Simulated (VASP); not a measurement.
# IrPt2 (F-43m) in VASP: a series of runs

Runs on IrPt2. Level: PBE. Tasks: single point, relaxation of cell and atoms.

Everything below comes from runs of VASP 6.6.1. Logs are shortened: lines on timing, memory, paths and dates and some standing lists are left out, and cuts for length are marked.

### Step 1. The cell of the first run

It takes space group F-43m (No. 216, cubic). The conventional cell has a = 6.013 Å, b = 6.013 Å, c = 6.013 Å, α = 90.00°, β = 90.00°, γ = 90.00°. Within 3.4 Å of Ir (site symmetry -43m) lie 10 Pt at 2.60 to 3.01 Å. Pt (site symmetry -43m) has 4 Ir at 2.60 Å and 4 Pt at 2.60 Å within 3.4 Å. Within 3.4 Å of Pt (site symmetry -43m) lie 4 Pt at 2.60 Å and 6 Ir at 3.01 Å.

### Step 2. Single point, PBE

INCAR

```
SYSTEM = IrPt2
  PREC = Accurate
  ENCUT = 500
  EDIFF = 1E-6
  ISMEAR = 0
  SIGMA = 0.2
  LREAL = .FALSE.
  LASPH = .TRUE.
  NELM = 120
  ALGO = Normal
  ISIF = 2
  LWAVE = .FALSE.
  LCHARG = .TRUE.
  GGA = PE
  LELF = .TRUE.
  LVHAR = .TRUE.
  NBANDS = 22
  GGA_COMPAT = .FALSE.
```

KPOINTS

```
Automatic mesh
0
G
  6 6 6
  0 0 0
```

POSCAR

```
IrPt2
1.0
    0.0000000000      3.0064941082      3.0064941082
    3.0064941082      0.0000000000      3.0064941082
    3.0064941082      3.0064941082      0.0000000000
Ir Pt
1 2
Direct
    0.2500000000      0.2500000000      0.2500000000
    0.5000000000      0.5000000000      0.5000000000
    0.7500000000      0.7500000000      0.7500000000
```

Potentials or basis: VASP PAW PBE potentials, release 64 (Ir, Pt).

Run with:

```sh
> cat potpaw_PBE.64/Ir/POTCAR potpaw_PBE.64/Pt/POTCAR > POTCAR
> mpirun -np 1 vasp_std > vasp.out
```

OUTCAR:

```text
SYSTEM = IrPt2
   PREC = Accurate
   ENCUT = 500
   EDIFF = 1E-6
   ISMEAR = 0
   LREAL = .FALSE.
   LASPH = .TRUE.
   NELM = 120
   ISIF = 2
   GGA = PE

 ion  position               nearest neighbor table
   1  0.250  0.250  0.250-   2 2.60   2 2.60   2 2.60   2 2.60   3 3.01   3 3.01   3 3.01   3 3.01
                             3 3.01   3 3.01
   2  0.500  0.500  0.500-   1 2.60   1 2.60   1 2.60   1 2.60   3 2.60   3 2.60   3 2.60   3 2.60

   3  0.750  0.750  0.750-   2 2.60   2 2.60   2 2.60   2 2.60   1 3.01   1 3.01   1 3.01   1 3.01
                             1 3.01   1 3.01

  LATTYP: Found a face centered cubic cell.
 ALAT       =     6.0129882164

  Lattice vectors:

 A1 = (   0.0000000000,   3.0064941082,   3.0064941082)
 A2 = (   3.0064941082,   0.0000000000,   3.0064941082)
 A3 = (   3.0064941082,   3.0064941082,   0.0000000000)

Analysis of symmetry for initial positions (statically):
=====================================================================
 Subroutine PRICEL returns:
 Original cell was already a primitive cell.

 Routine SETGRP: Setting up the symmetry group for a
 face centered cubic supercell.

 Subroutine GETGRP returns: Found 24 space group operations
 (whereof 24 operations were pure point group operations)
 out of a pool of 48 trial point group operations.

The static configuration has the point symmetry T_d .

Analysis of symmetry for dynamics (positions and initial velocities):
=====================================================================
 Subroutine PRICEL returns:
 Original cell was already a primitive cell.

 Routine SETGRP: Setting up the symmetry group for a
 face centered cubic supercell.

 Subroutine GETGRP returns: Found 24 space group operations
 (whereof 24 operations were pure point group operations)
 out of a pool of 48 trial point group operations.

The dynamic configuration has the point symmetry T_d .

 Subroutine INISYM returns: Found 24 space group operations
 (whereof 24 operations are pure point group operations),
 and found     1 'primitive' translations

----------------------------------------------------------------------------------------

                                     Primitive cell

  volume of cell :      54.3514

  direct lattice vectors                    reciprocal lattice vectors
     0.000000000  3.006494108  3.006494108    -0.166306662  0.166306662  0.166306662
     3.006494108  0.000000000  3.006494108     0.166306662 -0.166306662  0.166306662
     3.006494108  3.006494108  0.000000000     0.166306662  0.166306662 -0.166306662

[... 76 lines left out ...]
   EDIFF  = 0.1E-05   stopping-criterion for ELM
   LREAL  =      F    real-space projection
   EDIFFG = 0.1E-04   stopping-criterion for IOM
   NSW    =      0    number of steps for IOM
   IBRION =     -1    ionic relax: 0-MD 1-quasi-New 2-CG
   NFREE  =      0    steps in history (QN), initial steepest desc. (CG)
   ISIF   =      2    stress and relaxation
   ISYM   =      2    0-nonsym 1-usesym 2-fastsym
   POTIM  = 0.5000    time-step for ionic-motion
   TEBEG  =    0.0;   TEEND  =   0.0 temperature during run
   PSTRESS=    0.0 pullay stress
   NELECT =      29.0000    total number of electrons
   NUPDOWN=      -1.0000    fix difference up-down
   EMIN   =  10.00;   EMAX   =-10.00  energy-range for DOS
   EFERMI =   0.00;   METHOD = LEGACY
   ISMEAR =     0;   SIGMA  =   0.20  broadening in eV -4-tet -1-fermi 0-gaus
   EFERMI_NEDOS =   21; number of points for ismear=-14 and -15
   IALGO  =     38    algorithm
   IMIX   =      4    mixing-type and parameters
     AMIX     =   0.40;   BMIX     =  1.00
     AMIX_MAG =   1.60;   BMIX_MAG =  1.00
  volume/ion in A,a.u.               =      18.12       122.26
  Fermi-wavevector in a.u.,A,eV,Ry     =   1.327814  2.509204 23.988285  1.763089
  Thomas-Fermi vector in A             =   2.457098
   LORBIT       =      0    0 simple, 1 ext, 2 COOP (PROOUT), +10 PAW based schemes
   GGA     = PE    functional components
   LHFCALC =     F    Hartree Fock is set to
   AEXX    =    0.0000 exact exchange contribution
   IVDW    =     0    specifies the selected vdW correction
   LEPSILON=     F    determine dielectric tensor
   LRPA    =     F    only Hartree local field effects (RPA)
 non-spin polarized calculation
 Gauss-broadening in eV      SIGMA  =   0.20
  energy-cutoff  :      500.00
  volume of cell :       54.35
 maximum number of plane-waves:      1411
   NGX = 15   NGY = 15   NGZ = 15

 number of electron      29.0000002 magnetization

 Free energy of the ion-electron system (eV)
  ---------------------------------------------------
  ext. energy  EPLUGINS =         0.00000000
  ---------------------------------------------------
  free energy    TOTEN  =       -19.28315111 eV

  energy without entropy =      -19.16257279  energy(sigma->0) =      -19.22286195

 E-fermi :   7.9176     XC(G=0): -12.2199

 val. band max:        7.9146439490   @ k =  -0.3333   0.3333   0.1667
 cond. band min:       7.9377577898   @ k =  -0.3333   0.5000   0.1667
 fundamental gap:      0.0231138408
 Fermi energy:         7.9176144648

 k-point     1 :       0.0000    0.0000    0.0000
  band No.  band energies     occupation
      1      -0.9962      2.00000
      2       2.0324      2.00000
      3       2.0324      2.00000
      4       3.3060      2.00000
      5       3.3060      2.00000
      6       3.3060      2.00000
[... 389 lines left out ...]
     21      18.4998      0.00000
     22      20.9877      0.00000

------------------------ aborting loop because EDIFF is reached ----------------------------------------

  FORCE on cell =-STRESS in cart. coord.  units (eV):
  Direction    XX          YY          ZZ          XY          YZ          ZX
  --------------------------------------------------------------------------------------
  -------------------------------------------------------------------------------------
  Total       -0.0856251     -0.0856251     -0.0856251      0.0000000      0.0000000     -0.0000000
  in kB       -2.5240656     -2.5240656     -2.5240656      0.0000000      0.0000000     -0.0000000
  external PRESSURE =      -2.5240656 kB  Pullay stress =       0.0000000 kB

 VOLUME and BASIS-vectors are now :
 -----------------------------------------------------------------------------
  energy-cutoff  :      500.00
  volume of cell :       54.35
      direct lattice vectors                 reciprocal lattice vectors
     0.000000000  3.006494108  3.006494108    -0.166306662  0.166306662  0.166306662
     3.006494108  0.000000000  3.006494108     0.166306662 -0.166306662  0.166306662
     3.006494108  3.006494108  0.000000000     0.166306662  0.166306662 -0.166306662

 POSITION                                       TOTAL-FORCE (eV/Angst)
 -----------------------------------------------------------------------------------
      1.50325      1.50325      1.50325         0.000000      0.000000      0.000000
      3.00649      3.00649      3.00649        -0.000000     -0.000000     -0.000000
      4.50974      4.50974      4.50974         0.000000      0.000000      0.000000
 -----------------------------------------------------------------------------------
    total drift:                                0.000000      0.000000      0.000000

  FREE ENERGIE OF THE ION-ELECTRON SYSTEM (eV)
  ---------------------------------------------------
  free  energy   TOTEN  =       -19.2831511086 eV

  energy  without entropy=      -19.1625727889  energy(sigma->0) =      -19.22286195
```

OSZICAR:

```text
N       E                     dE             d eps       ncg     rms          rms(c)
DAV:   1     0.192626667081E+03    0.19263E+03   -0.13269E+04   704   0.119E+03
DAV:   2    -0.127715441842E+02   -0.20540E+03   -0.18939E+03   716   0.288E+02
DAV:   3    -0.204421832915E+02   -0.76706E+01   -0.73252E+01   886   0.608E+01
DAV:   4    -0.205608487625E+02   -0.11867E+00   -0.11855E+00   782   0.747E+00
DAV:   5    -0.205638568670E+02   -0.30081E-02   -0.30076E-02   872   0.131E+00    0.194E+01
DAV:   6    -0.194338323292E+02    0.11300E+01   -0.22988E+00   826   0.141E+01    0.989E+00
DAV:   7    -0.195581586254E+02   -0.12433E+00   -0.24967E+00   932   0.118E+01    0.690E+00
DAV:   8    -0.192928732050E+02    0.26529E+00   -0.10377E+00   922   0.961E+00    0.301E+00
DAV:   9    -0.192955478525E+02   -0.26746E-02   -0.98820E-02   842   0.343E+00    0.128E+00
DAV:  10    -0.192837436288E+02    0.11804E-01   -0.23259E-02   850   0.191E+00    0.314E-01
DAV:  11    -0.192831396567E+02    0.60397E-03   -0.48880E-03   822   0.535E-01    0.638E-02
DAV:  12    -0.192831486042E+02   -0.89475E-05   -0.10065E-04   830   0.963E-02    0.357E-02
DAV:  13    -0.192831510389E+02   -0.24347E-05   -0.73226E-06   836   0.270E-02    0.387E-03
DAV:  14    -0.192831511086E+02   -0.69703E-07   -0.49333E-07   508   0.651E-03
   1 F= -.19283151E+02 E0= -.19222862E+02  d E =-.120578E+00
```

Wall time 20 s (1 thread of AMD EPYC 7R43 (Zen 3), shared host); peak memory 0.14 GiB.

Results:

```
Free energy : -19.2832 eV
Pressure    : -0.3 GPa
```

Levels at points of the mesh, in eV from the Fermi level:
```
           k point  band 10  band 11  band 12  band 13  band 14  band 15  band 16  band 17  band 18  band 19
(0.00, 0.00, 0.00)    -0.92    -0.92    -0.25    -0.25    -0.25     0.22     0.22     7.35     7.73     8.97
(0.50, 0.00, 0.00)    -2.39    -2.39    -2.13    -0.84    -0.84     0.02     0.02     1.07     7.66     7.66
(0.50, 0.50, 0.00)    -2.42    -1.18    -1.08     0.08     0.36     0.36     0.44     1.21     1.62     1.62
```

Caveat: spin-orbit coupling is left out, which moves the levels of the heavy elements.

### Step 3. Single point, PBE

INCAR

```
SYSTEM = IrPt2
  ALGO = Normal
  EDIFF = 1E-6
  ENCUT = 500
  GGA = PE
  GGA_COMPAT = .False.
  ISIF = 2
  ISMEAR = 0
  LASPH = .True.
  LCHARG = .False.
  LREAL = .False.
  LWAVE = .False.
  NBANDS = 22
  NELM = 120
  PREC = Accurate
  SIGMA = 0.2
```

KPOINTS

```
k-points
0
Gamma
  6 6 6
  0 0 0
```

POSCAR

```
IrPt2
1.0
    0.0000000000      3.0064752757      3.0064752757
    3.0064752757      0.0000000000      3.0064752757
    3.0064752757      3.0064752757      0.0000000000
Ir Pt
1 2
Direct
    0.0000000000      0.0000000000      0.0000000000
    0.7500000000      0.7500000000      0.7500000000
    0.5000000000      0.5000000000      0.5000000000
```

Potentials or basis: VASP PAW PBE potentials, release 64 (Ir, Pt).

Run with:

```sh
> cat potpaw_PBE.64/Ir/POTCAR potpaw_PBE.64/Pt/POTCAR > POTCAR
> mpirun -np 1 vasp_std > vasp.out
```

OUTCAR:

```text
SYSTEM = IrPt2
   EDIFF = 1E-6
   ENCUT = 500
   GGA = PE
   ISIF = 2
   ISMEAR = 0
   LASPH = .True.
   LREAL = .False.
   NELM = 120
   PREC = Accurate

 ion  position               nearest neighbor table
   1  0.000  0.000  0.000-   2 2.60   2 2.60   2 2.60   2 2.60   3 3.01   3 3.01   3 3.01   3 3.01
                             3 3.01   3 3.01
   2  0.750  0.750  0.750-   3 2.60   3 2.60   3 2.60   1 2.60   3 2.60   1 2.60   1 2.60   1 2.60

   3  0.500  0.500  0.500-   2 2.60   2 2.60   2 2.60   2 2.60   1 3.01   1 3.01   1 3.01   1 3.01
                             1 3.01   1 3.01

  LATTYP: Found a face centered cubic cell.
 ALAT       =     6.0129505514

  Lattice vectors:

 A1 = (   0.0000000000,   3.0064752757,   3.0064752757)
 A2 = (   3.0064752757,   0.0000000000,   3.0064752757)
 A3 = (   3.0064752757,   3.0064752757,   0.0000000000)

Analysis of symmetry for initial positions (statically):
=====================================================================
 Subroutine PRICEL returns:
 Original cell was already a primitive cell.

 Routine SETGRP: Setting up the symmetry group for a
 face centered cubic supercell.

 Subroutine GETGRP returns: Found 24 space group operations
 (whereof 24 operations were pure point group operations)
 out of a pool of 48 trial point group operations.

The static configuration has the point symmetry T_d .

Analysis of symmetry for dynamics (positions and initial velocities):
=====================================================================
 Subroutine PRICEL returns:
 Original cell was already a primitive cell.

 Routine SETGRP: Setting up the symmetry group for a
 face centered cubic supercell.

 Subroutine GETGRP returns: Found 24 space group operations
 (whereof 24 operations were pure point group operations)
 out of a pool of 48 trial point group operations.
[... 108 lines left out ...]
   EFERMI =   0.00;   METHOD = LEGACY
   ISMEAR =     0;   SIGMA  =   0.20  broadening in eV -4-tet -1-fermi 0-gaus
   EFERMI_NEDOS =   21; number of points for ismear=-14 and -15
   IALGO  =     38    algorithm
   IMIX   =      4    mixing-type and parameters
     AMIX     =   0.40;   BMIX     =  1.00
     AMIX_MAG =   1.60;   BMIX_MAG =  1.00
  volume/ion in A,a.u.               =      18.12       122.26
  Fermi-wavevector in a.u.,A,eV,Ry     =   1.327822  2.509220 23.988585  1.763111
  Thomas-Fermi vector in A             =   2.457106
   LORBIT       =      0    0 simple, 1 ext, 2 COOP (PROOUT), +10 PAW based schemes
   GGA     = PE    functional components
   LHFCALC =     F    Hartree Fock is set to
   AEXX    =    0.0000 exact exchange contribution
   IVDW    =     0    specifies the selected vdW correction
   LEPSILON=     F    determine dielectric tensor
   LRPA    =     F    only Hartree local field effects (RPA)
 non-spin polarized calculation
 Gauss-broadening in eV      SIGMA  =   0.20
  energy-cutoff  :      500.00
  volume of cell :       54.35
 maximum number of plane-waves:      1411
   NGX = 15   NGY = 15   NGZ = 15

 number of electron      29.0000002 magnetization

 Free energy of the ion-electron system (eV)
  ---------------------------------------------------
  ext. energy  EPLUGINS =         0.00000000
  ---------------------------------------------------
  free energy    TOTEN  =       -19.28315272 eV

  energy without entropy =      -19.16257802  energy(sigma->0) =      -19.22286537

 E-fermi :   7.9179     XC(G=0): -12.2200

 val. band max:        7.9149267198   @ k =  -0.3333   0.3333   0.1667
 cond. band min:       7.9380463023   @ k =  -0.3333   0.5000   0.1667
 fundamental gap:      0.0231195825
 Fermi energy:         7.9179030168

 k-point     1 :       0.0000    0.0000    0.0000
  band No.  band energies     occupation
      1      -0.9961      2.00000
      2       2.0325      2.00000
      3       2.0325      2.00000
      4       3.3062      2.00000
      5       3.3062      2.00000
      6       3.3062      2.00000
[... 389 lines left out ...]
     21      18.5002      0.00000
     22      20.9882      0.00000

------------------------ aborting loop because EDIFF is reached ----------------------------------------

  FORCE on cell =-STRESS in cart. coord.  units (eV):
  Direction    XX          YY          ZZ          XY          YZ          ZX
  --------------------------------------------------------------------------------------
  -------------------------------------------------------------------------------------
  Total       -0.0843701     -0.0843701     -0.0843701      0.0000000      0.0000000      0.0000000
  in kB       -2.4871186     -2.4871186     -2.4871186      0.0000000      0.0000000      0.0000000
  external PRESSURE =      -2.4871186 kB  Pullay stress =       0.0000000 kB

 VOLUME and BASIS-vectors are now :
 -----------------------------------------------------------------------------
  energy-cutoff  :      500.00
  volume of cell :       54.35
      direct lattice vectors                 reciprocal lattice vectors
     0.000000000  3.006475276  3.006475276    -0.166307704  0.166307704  0.166307704
     3.006475276  0.000000000  3.006475276     0.166307704 -0.166307704  0.166307704
     3.006475276  3.006475276  0.000000000     0.166307704  0.166307704 -0.166307704

 POSITION                                       TOTAL-FORCE (eV/Angst)
 -----------------------------------------------------------------------------------
      0.00000      0.00000      0.00000        -0.000000     -0.000000     -0.000000
      4.50971      4.50971      4.50971        -0.000000     -0.000000      0.000000
      3.00648      3.00648      3.00648         0.000000      0.000000      0.000000
 -----------------------------------------------------------------------------------
    total drift:                               -0.000000     -0.000000     -0.000000

  FREE ENERGIE OF THE ION-ELECTRON SYSTEM (eV)
  ---------------------------------------------------
  free  energy   TOTEN  =       -19.2831527239 eV

  energy  without entropy=      -19.1625780233  energy(sigma->0) =      -19.22286537
```

OSZICAR:

```text
N       E                     dE             d eps       ncg     rms          rms(c)
DAV:   1     0.194766119292E+03    0.19477E+03   -0.13039E+04   704   0.118E+03
DAV:   2    -0.124988033938E+02   -0.20726E+03   -0.19137E+03   704   0.292E+02
DAV:   3    -0.204318730825E+02   -0.79331E+01   -0.74366E+01   872   0.611E+01
DAV:   4    -0.205607345537E+02   -0.12886E+00   -0.12868E+00   790   0.782E+00
DAV:   5    -0.205638467668E+02   -0.31122E-02   -0.31113E-02   874   0.130E+00    0.194E+01
DAV:   6    -0.194335618448E+02    0.11303E+01   -0.23074E+00   822   0.141E+01    0.989E+00
DAV:   7    -0.195582073345E+02   -0.12465E+00   -0.25025E+00   938   0.118E+01    0.690E+00
DAV:   8    -0.192929181401E+02    0.26529E+00   -0.10386E+00   932   0.961E+00    0.301E+00
DAV:   9    -0.192956043463E+02   -0.26862E-02   -0.99055E-02   830   0.344E+00    0.128E+00
DAV:  10    -0.192837502045E+02    0.11854E-01   -0.23354E-02   870   0.192E+00    0.315E-01
DAV:  11    -0.192831412106E+02    0.60899E-03   -0.49124E-03   784   0.536E-01    0.634E-02
DAV:  12    -0.192831502089E+02   -0.89983E-05   -0.10068E-04   836   0.965E-02    0.356E-02
DAV:  13    -0.192831526565E+02   -0.24475E-05   -0.71994E-06   830   0.266E-02    0.391E-03
DAV:  14    -0.192831527239E+02   -0.67472E-07   -0.50459E-07   538   0.659E-03
   1 F= -.19283153E+02 E0= -.19222865E+02  d E =-.120575E+00
```

Wall time 20 s (1 thread of AMD EPYC 7R43 (Zen 3), shared host); peak memory 0.15 GiB.

What came out:

| Property | Result |
| --- | --- |
| Free energy | -19.2832 eV |
| Pressure | -0.2 GPa |

Levels at points of the mesh, in eV from the Fermi level:
```csv
k point,band 10,band 11,band 12,band 13,band 14,band 15,band 16,band 17,band 18,band 19
"(0.00, 0.00, 0.00)",-0.92,-0.92,-0.25,-0.25,-0.25,0.22,0.22,7.35,7.73,8.97
"(0.50, 0.00, 0.00)",-2.39,-2.39,-2.13,-0.84,-0.84,0.02,0.02,1.07,7.66,7.66
"(0.50, 0.50, 0.00)",-2.42,-1.18,-1.08,0.08,0.36,0.36,0.44,1.21,1.62,1.62
```

Caveat: spin-orbit coupling is left out, which moves the levels of the heavy elements.

[end of part 1 of 2]
